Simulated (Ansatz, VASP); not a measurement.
Ti: VASP beside Ansatz

```
Ti
1.0
     4.42460    0.00000    0.00000
    -2.21230    3.83181    0.00000
     0.00000    0.00000    2.99226
Ti
3
Direct
  0.00000 0.00000 0.00000
  0.33333 0.66667 0.50000
  0.66667 0.33333 0.50000
```

Alike in both runs: task single point; functional PBE; k mesh 12 × 12 × 14; occupations gaussian, width 0.1 eV; no spin polarisation.

|  | VASP | Ansatz |
| --- | --- | --- |
| version | VASP 6.6.1 | Ansatz 0.2.0 |
| potentials or method | VASP PAW PBE potentials, release 64 (Ti_sv), cutoff 520 eV | scalar-relativistic, plane waves, PAW |
| valence electrons in the cell | 36 | 36 |

|  | VASP | Ansatz | Ansatz less VASP |
| --- | --- | --- | --- |
| gap on the k mesh at the Fermi level (eV) | none | none | - |
| pressure (GPa) | 1.1 | 1.5 | +0.38 |
| traceless stress, the component that is largest in VASP (GPa) | -10.16 | -10.20 | -0.040 |

A gap of «none» marks a metal or a gap that the smearing closes.
